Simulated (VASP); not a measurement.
# In3Cl2 (P-3m1) in VASP: further runs

In3Cl2 is run at these levels: PBE; tasks: single point, relaxation of cell and atoms.

Everything below comes from runs of VASP 6.6.1. Logs are shortened: lines on timing, memory, paths and dates and some standing lists are left out, and cuts for length are marked.

### 1 The cell of the first run

It takes space group P-3m1 (No. 164, trigonal). Conventional cell: a = 5.446 Å, b = 5.446 Å, c = 6.317 Å, α = 90.00°, β = 90.00°, γ = 120.00°. In (site symmetry -3m) has 6 Cl at 3.26 Å and 6 In at 3.78 Å within 4.3 Å. Within 3.9 Å of In (site symmetry 3m) lie 5 Cl at 2.95 to 3.38 Å and 6 In at 3.78 to 3.79 Å. Within 3.9 Å of Cl (site symmetry 3m) lie 8 In at 2.95 to 3.38 Å and 3 Cl at 3.58 Å.

### 2 Single point, PBE

File INCAR:

```
PREC = Accurate
ENCUT = 520
EDIFF = 1E-7
ISMEAR = 0
SIGMA = 0.1
LREAL = False
LASPH = True
NELM = 60
ALGO = Normal
ISIF = 2
LWAVE = False
LCHARG = False
GGA = PE
NBANDS = 34
```

File KPOINTS:

```
regular mesh
0
Gamma
  6 6 4
```

File POSCAR:

```
In3Cl2
1.0
    5.4459445749      0.0000000000      0.0000000000
   -2.7229722874      4.7163263495      0.0000000000
    0.0000000000      0.0000000000      6.3173174977
In Cl
3 2
Direct
    0.0000000000      0.0000000000      0.0000000000
    0.3333333333      0.6666666667      0.6673375004
    0.6666666667      0.3333333333      0.3326624996
    0.3333333333      0.6666666667      0.1346992578
    0.6666666667      0.3333333333      0.8653007422
```

Potentials or basis: VASP PAW PBE potentials, release 64 (In_d, Cl).

Run with:

```sh
$ cat potpaw_PBE.64/In_d/POTCAR potpaw_PBE.64/Cl/POTCAR > POTCAR
$ mpirun -np 1 vasp_std > vasp.out
```

OUTCAR:

```text
PREC = Accurate
   ENCUT = 520
   EDIFF = 1E-7
   ISMEAR = 0
   LREAL = False
   LASPH = True
   NELM = 60
   ISIF = 2
   GGA = PE

 ion  position               nearest neighbor table
   1  0.000  0.000  0.000-   4 3.26   5 3.26   5 3.26   4 3.26   5 3.26   4 3.26   2 3.78   3 3.78
                             2 3.78   3 3.78   3 3.78   2 3.78
   2  0.333  0.667  0.667-   4 2.95   1 3.78   1 3.78   1 3.78   3 3.79   3 3.79   3 3.79
   3  0.667  0.333  0.333-   5 2.95   1 3.78   1 3.78   1 3.78   2 3.79   2 3.79   2 3.79
   4  0.333  0.667  0.135-   2 2.95   1 3.26   1 3.26   1 3.26
   5  0.667  0.333  0.865-   3 2.95   1 3.26   1 3.26   1 3.26

  LATTYP: Found a hexagonal cell.
 ALAT       =     5.4459445749
 C/A-ratio  =     1.1600040013

  Lattice vectors:

 A1 = (   5.4459445749,   0.0000000000,   0.0000000000)
 A2 = (  -2.7229722874,   4.7163263495,   0.0000000000)
 A3 = (   0.0000000000,   0.0000000000,   6.3173174977)

Analysis of symmetry for initial positions (statically):
=====================================================================
 Subroutine PRICEL returns:
 Original cell was already a primitive cell.

 Routine SETGRP: Setting up the symmetry group for a
 hexagonal supercell.

 Subroutine GETGRP returns: Found 12 space group operations
 (whereof 12 operations were pure point group operations)
 out of a pool of 24 trial point group operations.

The static configuration has the point symmetry D_3d.

Analysis of symmetry for dynamics (positions and initial velocities):
=====================================================================
 Subroutine PRICEL returns:
 Original cell was already a primitive cell.

 Routine SETGRP: Setting up the symmetry group for a
 hexagonal supercell.

 Subroutine GETGRP returns: Found 12 space group operations
 (whereof 12 operations were pure point group operations)
 out of a pool of 24 trial point group operations.

The dynamic configuration has the point symmetry D_3d.

 Subroutine INISYM returns: Found 12 space group operations
 (whereof 12 operations are pure point group operations),
 and found     1 'primitive' translations

----------------------------------------------------------------------------------------

                                     Primitive cell

  volume of cell :     162.2594

  direct lattice vectors                    reciprocal lattice vectors
     5.445944575  0.000000000  0.000000000     0.183622875  0.106014716  0.000000000
    -2.722972287  4.716326350  0.000000000     0.000000000  0.212029433  0.000000000
     0.000000000  0.000000000  6.317317498     0.000000000  0.000000000  0.158295036

  length of vectors
     5.445944575  5.445944575  6.317317498     0.212029433  0.212029433  0.158295036

  position of ions in fractional coordinates (direct lattice)
     0.000000000  0.000000000  0.000000000
     0.333333333  0.666666667  0.667337500
     0.666666667  0.333333333  0.332662500
     0.333333333  0.666666667  0.134699258
     0.666666667  0.333333333  0.865300742

  ion indices of the primitive-cell ions
   primitive index   ion index
                 1           1
                 2           2
                 3           3
                 4           4
                 5           5

----------------------------------------------------------------------------------------

 KPOINTS: regular mesh

Automatic generation of k-mesh.
 Grid dimensions read from file:
 generate k-points for:    6    6    4

 Generating k-lattice:

  Cartesian coordinates                     Fractional coordinates (reciprocal lattice)
     0.030603813  0.017669119  0.000000000     0.166666667 -0.000000000  0.000000000
     0.000000000  0.035338239  0.000000000     0.000000000  0.166666667  0.000000000
     0.000000000  0.000000000  0.039573759     0.000000000  0.000000000  0.250000000

  Length of vectors
     0.035338239  0.035338239  0.039573759

  Shift w.r.t. Gamma in fractional coordinates (k-lattice)
     0.000000000  0.000000000  0.000000000

 Subroutine IBZKPT returns following result:
 ===========================================

 Found     24 irreducible k-points:

 Following reciprocal coordinates:
            Coordinates               Weight
  0.000000  0.000000  0.000000      1.000000
  0.166667  0.000000  0.000000      6.000000
  0.333333  0.000000  0.000000      6.000000
  0.500000  0.000000  0.000000      3.000000
  0.166667  0.166667  0.000000      6.000000
  0.333333  0.166667  0.000000     12.000000
[... 16 lines left out ...]
  0.333333  0.166667  0.500000     12.000000
  0.333333  0.333333  0.500000      2.000000
   k-points           NKPTS =     24   k-points in BZ     NKDIM =     24   number of bands    NBANDS=     34
   number of dos      NEDOS =    301   number of ions     NIONS =      5
   total plane-waves  NPLWV =  84672
   dimension x,y,z NGX =    42 NGY =   42 NGZ =   48
   dimension x,y,z NGXF=    84 NGYF=   84 NGZF=   96
   ions per type =               3   2
   NGX,Y,Z   is equivalent  to a cutoff of  12.82, 12.82, 12.63 a.u.
   NGXF,Y,Z  is equivalent  to a cutoff of  25.64, 25.64, 25.26 a.u.
 SYSTEM =  unknown system
   PREC   = accura    normal or accurate (medium, high low for compatibility)
   ISTART =      0    job   : 0-new  1-cont  2-samecut
   ICHARG =      2    charge: 1-file 2-atom 10-const
   ISPIN  =      1    spin polarized calculation?
   LNONCOLLINEAR =      F non collinear calculations
   LSORBIT =      F    spin-orbit coupling
   LASPH  =      T    aspherical Exc in radial PAW
   ENCUT  =  520.0 eV  38.22 Ry    6.18 a.u.  10.13 10.13 11.75*2*pi/ulx,y,z
   NELM   =     60;   NELMIN=  2; NELMDL= -5     # of ELM steps
   EDIFF  = 0.1E-06   stopping-criterion for ELM
   LREAL  =      F    real-space projection
   EDIFFG = 0.1E-05   stopping-criterion for IOM
   NSW    =      0    number of steps for IOM
   IBRION =     -1    ionic relax: 0-MD 1-quasi-New 2-CG
   NFREE  =      0    steps in history (QN), initial steepest desc. (CG)
   ISIF   =      2    stress and relaxation
   ISYM   =      2    0-nonsym 1-usesym 2-fastsym
   POTIM  = 0.5000    time-step for ionic-motion
   TEBEG  =    0.0;   TEEND  =   0.0 temperature during run
   PSTRESS=    0.0 pullay stress
   NELECT =      53.0000    total number of electrons
   NUPDOWN=      -1.0000    fix difference up-down
   EMIN   =  10.00;   EMAX   =-10.00  energy-range for DOS
   EFERMI =   0.00;   METHOD = LEGACY
   ISMEAR =     0;   SIGMA  =   0.10  broadening in eV -4-tet -1-fermi 0-gaus
   EFERMI_NEDOS =   21; number of points for ismear=-14 and -15
   IALGO  =     38    algorithm
   IMIX   =      4    mixing-type and parameters
     AMIX     =   0.40;   BMIX     =  1.00
     AMIX_MAG =   1.60;   BMIX_MAG =  1.00
  volume/ion in A,a.u.               =      32.45       219.00
  Fermi-wavevector in a.u.,A,eV,Ry     =   1.127449  2.130569 17.294923  1.271141
  Thomas-Fermi vector in A             =   2.264135
   LORBIT       =      0    0 simple, 1 ext, 2 COOP (PROOUT), +10 PAW based schemes
   GGA     = PE    functional components
   LHFCALC =     F    Hartree Fock is set to
   AEXX    =    0.0000 exact exchange contribution
   IVDW    =     0    specifies the selected vdW correction
   LEPSILON=     F    determine dielectric tensor
   LRPA    =     F    only Hartree local field effects (RPA)
 non-spin polarized calculation
 Gauss-broadening in eV      SIGMA  =   0.10
  energy-cutoff  :      520.00
  volume of cell :      162.26
 maximum number of plane-waves:      4404
 NGX is ok and might be reduce to    42
   NGX = 21   NGY = 21   NGZ = 23

 number of electron      53.0000039 magnetization

 Free energy of the ion-electron system (eV)
  ---------------------------------------------------
  ext. energy  EPLUGINS =         0.00000000
  ---------------------------------------------------
  free energy    TOTEN  =       -13.54877122 eV

  energy without entropy =      -13.54410351  energy(sigma->0) =      -13.54643737

 E-fermi :   4.2077     XC(G=0):  -8.4914

 val. band max:        4.0786413438   @ k =   0.1667   0.1667   0.5000
 cond. band min:       4.2497250956   @ k =   0.1667   0.1667   0.2500
 fundamental gap:      0.1710837518
 Fermi energy:         4.2076502429

 k-point     1 :       0.0000    0.0000    0.0000
  band No.  band energies     occupation
      1     -11.8578      2.00000
      2     -11.4939      2.00000
      3     -10.8994      2.00000
      4     -10.8994      2.00000
      5     -10.8577      2.00000
      6     -10.8577      2.00000
[... 26 lines left out ...]
     33       8.9598      0.00000
     34       8.9598      0.00000

 k-point     2 :       0.1667    0.0000    0.0000
  band No.  band energies     occupation
      1     -11.8300      2.00000
      2     -11.5261      2.00000
      3     -10.8963      2.00000
      4     -10.8905      2.00000
      5     -10.8555      2.00000
      6     -10.8539      2.00000
[... 26 lines left out ...]
     33       8.1197      0.00000
     34       8.6645      0.00000

 k-point     3 :       0.3333    0.0000    0.0000
  band No.  band energies     occupation
      1     -11.7638      2.00000
      2     -11.5965      2.00000
      3     -10.8893      2.00000
      4     -10.8727      2.00000
      5     -10.8491      2.00000
      6     -10.8467      2.00000
[... 26 lines left out ...]
     33       8.1287      0.00000
     34       8.6404      0.00000
[... 704 lines left out ...]
 k-point    23 :       0.3333    0.1667    0.5000
  band No.  band energies     occupation
      1     -11.6629      2.00000
      2     -11.5745      2.00000
      3     -10.8901      2.00000
      4     -10.8686      2.00000
      5     -10.8541      2.00000
      6     -10.8483      2.00000
[... 26 lines left out ...]
     33       8.0588      0.00000
     34       8.4774      0.00000

 k-point    24 :       0.3333    0.3333    0.5000
  band No.  band energies     occupation
      1     -11.6186      2.00000
      2     -11.6186      2.00000
      3     -10.8842      2.00000
      4     -10.8567      2.00000
      5     -10.8567      2.00000
      6     -10.8473      2.00000
[... 26 lines left out ...]
     33       8.3486      0.00000
     34       8.6413      0.00000

------------------------ aborting loop because EDIFF is reached ----------------------------------------

  FORCE on cell =-STRESS in cart. coord.  units (eV):
  Direction    XX          YY          ZZ          XY          YZ          ZX
  --------------------------------------------------------------------------------------
  -------------------------------------------------------------------------------------
  Total        0.0275534      0.0275534     -0.1948029      0.0000000      0.0000000     -0.0000000
  in kB        0.2720667      0.2720667     -1.9235183      0.0000000      0.0000000     -0.0000000
  external PRESSURE =      -0.4597950 kB  Pullay stress =       0.0000000 kB

 VOLUME and BASIS-vectors are now :
 -----------------------------------------------------------------------------
  energy-cutoff  :      520.00
  volume of cell :      162.26
      direct lattice vectors                 reciprocal lattice vectors
     5.445944575  0.000000000  0.000000000     0.183622875  0.106014716  0.000000000
    -2.722972287  4.716326350  0.000000000     0.000000000  0.212029433  0.000000000
     0.000000000  0.000000000  6.317317498     0.000000000  0.000000000  0.158295036

 POSITION                                       TOTAL-FORCE (eV/Angst)
 -----------------------------------------------------------------------------------
      0.00000      0.00000      0.00000         0.000000      0.000000      0.000000
     -0.00000      3.14422      4.21578         0.000000     -0.000000      0.011639
      2.72297      1.57211      2.10153        -0.000000      0.000000     -0.011639
     -0.00000      3.14422      0.85094        -0.000000      0.000000     -0.009049
      2.72297      1.57211      5.46638         0.000000     -0.000000      0.009049
 -----------------------------------------------------------------------------------
    total drift:                               -0.000000      0.000000     -0.000000

  FREE ENERGIE OF THE ION-ELECTRON SYSTEM (eV)
  ---------------------------------------------------
  free  energy   TOTEN  =       -13.5487712233 eV

  energy  without entropy=      -13.5441035141  energy(sigma->0) =      -13.54643737
```

It took 1.7 min on 1 thread of Intel Xeon 6975P-C (Granite Rapids), shared host; peak memory 0.32 GiB.

What came out:

| Item | Value |
| --- | --- |
| Free energy | -13.5488 eV |
| Pressure | 0.0 GPa |
| Largest force | 0.012 eV/Å |
| Band gap on the k mesh | zero (an odd number of electrons rules out a gap without spin polarisation) |

Forces in eV/Å, atoms in the order of the input:
```
In   0.000  0.000  0.000
In   0.000  0.000  0.012
In   0.000  0.000 -0.012
Cl   0.000  0.000 -0.009
Cl   0.000  0.000  0.009
```

Stress tensor (GPa, compression positive):
```
 0.03  0.00  0.00
 0.00  0.03  0.00
 0.00  0.00 -0.19
```

Caveat: spin-orbit coupling is left out, which moves the levels of the heavy elements.

### 3 Relaxation of cell and atoms, PBE

This run uses another cell than the first one, of 23.90 Å³/atom.

File INCAR:

```
PREC = Accurate ; ENCUT = 600
EDIFF = 1E-7 ; ISMEAR = 0
SIGMA = 0.1 ; LREAL = F
LASPH = T ; NELM = 100
ALGO = Normal ; ISIF = 3
LWAVE = F ; LCHARG = F
GGA = PE ; IBRION = 2
NSW = 90 ; EDIFFG = -0.04
```

File KPOINTS:

```
Automatic mesh
0
Gamma
  6 6 4
```

File POSCAR:

```
In3Cl2
1.0
    4.8529073367      0.0000000000      0.0000000000
   -2.4264536683      4.2027410358      0.0000000000
    0.0000000000      0.0000000000      5.8594380734
In Cl
3 2
Direct
    0.0000000000      0.0000000000      0.0000000000
    0.3333333333      0.6666666667      0.6250000000
    0.6666666667      0.3333333333      0.3750000000
    0.3333333333      0.6666666667      0.1380000000
    0.6666666667      0.3333333333      0.8620000000
```

Potentials or basis: VASP PAW PBE potentials, release 64 (In_d, Cl).

Run with:

```sh
$ cat potpaw_PBE.64/In_d/POTCAR potpaw_PBE.64/Cl/POTCAR > POTCAR
$ mpirun -np 1 vasp_std > vasp.out
```

Wall time 14 min (1 thread of Intel Xeon 6975P-C (Granite Rapids), shared host); peak memory 0.32 GiB.

The run converged. Its results:

```
Free energy                           : -13.5346 eV
Relaxed volume                        : 32.49 Å³/atom
Relaxed cell                          : a = 5.477 Å, b = 5.477 Å, c = 6.255 Å, α = 90.00°, β = 90.00°, γ = 120.00°
Space group after relaxing (to 0.1 Å) : P-3m1 (No. 164)
Energy gained by relaxing             : 216.3 meV/atom
Ionic steps                           : 19
Pressure after relaxing               : -0.1 GPa
Largest force after relaxing          : 0.032 eV/Å
Band gap on the k mesh                : zero (an odd number of electrons rules out a gap without spin polarisation)
```

Forces on the atoms (eV/Å):
```
In   0.000  0.000  0.000
In   0.000  0.000  0.023
In   0.000  0.000 -0.023
Cl   0.000  0.000  0.032
Cl   0.000  0.000 -0.032
```

Step by step:
| step | energy change (eV) | largest force (eV/Å) | pressure (GPa) | volume (Å³) |
| --- | --- | --- | --- | --- |
| 1 | 0.0000 | 0.3238 | 10.93 | 119.51 |
| 2 | -0.9904 | 0.1257 | 1.19 | 149.98 |
| 3 | -1.0145 | 0.1181 | -0.41 | 161.34 |
| 4 | -1.0188 | 0.1193 | -0.03 | 158.24 |
| 5 | -1.0187 | 0.1197 | 0.07 | 157.39 |
| 6 | -1.0251 | 0.1237 | 0.07 | 157.51 |
| 7 | -1.0392 | 0.1320 | 0.09 | 157.82 |
| 8 | -1.0395 | 0.1507 | 0.30 | 158.22 |
| 9 | -1.0446 | 0.1413 | 0.16 | 158.04 |
| 10 | -1.0525 | 0.1369 | -0.04 | 159.80 |
| 11 | -1.0607 | 0.1177 | -0.41 | 163.79 |
| 12 | -1.0659 | 0.1028 | -0.33 | 163.36 |
| 13 | -1.0741 | 0.0296 | -0.02 | 162.07 |
| 14 | -1.0742 | 0.0201 | 0.02 | 161.95 |
| 15 | -1.0772 | 0.0170 | 0.02 | 161.85 |
| 16 | -1.0804 | 0.0425 | 0.04 | 161.63 |
| 17 | -1.0805 | 0.0488 | 0.05 | 161.56 |
| 18 | -1.0810 | 0.0413 | -0.01 | 161.97 |
| 19 | -1.0813 | 0.0317 | -0.08 | 162.47 |

Final structure:
```xyz
5
Lattice="5.4768 0.0000 0.0000 -2.7384 4.7431 0.0000 0.0000 0.0000 6.2546" Properties=species:S:1:pos:R:3 pbc="T T T"
In    0.0000    0.0000    0.0000
In    0.0000    3.1620    4.1319
In    2.7384    1.5810    2.1227
Cl    0.0000    3.1620    0.7919
Cl    2.7384    1.5810    5.4626
```

Levels at points of the mesh, in eV from the Fermi level:
| k point | band 24 | band 25 | band 26 | band 27 | band 28 | band 29 |
| --- | --- | --- | --- | --- | --- | --- |
| (0.00, 0.00, 0.00) | -3.78 | -2.99 | -2.50 | 1.08 | 1.08 | 1.58 |
| (0.50, 0.00, 0.00) | -3.38 | -3.04 | -2.09 | 0.45 | 1.04 | 1.14 |
| (0.00, 0.00, 0.50) | -3.57 | -2.37 | -2.09 | 0.37 | 0.37 | 1.05 |
| (0.50, 0.00, 0.50) | -2.46 | -2.28 | -2.03 | -0.92 | 0.59 | 1.49 |

Caveat: the volume moved by over 15 % at a fixed basis, so the end points are rough; spin-orbit coupling is left out, which moves the levels of the heavy elements.

The gap in the log of VASP goes by the Fermi energy; the results here count the filled bands.